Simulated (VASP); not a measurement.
A run of VASP 6.6.1:

File INCAR:

```
  PREC = Accurate
  ENCUT = 520
  EDIFF = 1E-7
  ISMEAR = 0
  SIGMA = 0.1
  LREAL = False
  LASPH = True
  NELM = 150
  ALGO = Normal
  ISIF = 2
  LWAVE = False
  LCHARG = False
  ISPIN = 2
  MAGMOM = 4.5 0
  LORBIT = 11
  LMAXMIX = 4
  GGA = PS
  NBANDS = 18
```

KPOINTS

```
Automatic mesh
0
Gamma
  16 16 16
```

The input POSCAR:

```
CoO
1.0
    0.0000000000      2.1744804960      2.1744804960
    2.1744804960      0.0000000000      2.1744804960
    2.1744804960      2.1744804960      0.0000000000
Co O
1 1
Direct
    0.0000000000      0.0000000000      0.0000000000
    0.2500000000      0.2500000000      0.2500000000
```

Potentials or basis: VASP PAW PBE potentials, release 64 (Co, O).

Run with:

```bash
$ cat potpaw_PBE.64/Co/POTCAR potpaw_PBE.64/O/POTCAR > POTCAR
$ mpirun -np 1 vasp_std > vasp.out
```

Hardware: 1 thread of Intel Xeon 6975P-C, on a shared host.

Problem. How long does it take, and how much memory?

Solution. It took 64 s on 1 thread of Intel Xeon 6975P-C (shared host), peak memory 0.21 GiB. Counts: scf iterations 16, k points 145.
